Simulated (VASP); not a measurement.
TlIn:

```xyz
2
Lattice="1.7064 0.9852 5.5754 -1.7064 0.9852 5.5754 0.0000 -1.9704 5.5754" Properties=species:S:1:pos:R:3 pbc="T T T"
Tl    0.0000    0.0000    8.3631
In    0.0000    0.0000    0.0000
```

| Quantity | Value |
| --- | --- |
| Program | VASP 6.6.1 |
| Task | relaxation of cell and atoms |
| Functional | PBEsol |
| Potentials or basis | VASP PAW PBE potentials, release 64 (Tl_d, In_d) |
| Cutoff | 600 eV |
| k mesh | 15 × 15 × 15 |
| Occupations | gaussian, width 0.1 eV |
| Spin | no spin polarisation |

At the start: pressure -1.5 GPa; volume 28.12 Å³/atom.

How do energy, volume and symmetry change on relaxing?

Over 5 steps the energy falls by 5.5 meV/atom and the volume is 27.01 Å³/atom (-4.0 %); space group R-3m (No. 166, to 0.05 Å).

The path:
```
step  energy change (eV)  largest force (eV/Å)  pressure (GPa)  volume (Å³)
   1              0.0000                0.0000           -1.52        56.24
   2             -0.0110                0.0000           -0.06        54.09
   3             -0.0110                0.0000           -0.02        54.01
   4             -0.0110                0.0000           -0.01        54.01
   5             -0.0111                0.0000            0.00        54.01
```

Final structure:
```yaml
crystal:
  lattice:
    - [1.68134, 0.97072, 5.51544]
    - [-1.68134, 0.97072, 5.51544]
    - [0.00000, -1.94145, 5.51544]
  atoms:
    - { symbol: Tl, position: [0.50000, 0.50000, 0.50000] }
    - { symbol: In, position: [0.00000, 0.00000, 0.00000] }
```

Caveat: the PAW data sets were made with another functional, which shifts forces and pressure a little.
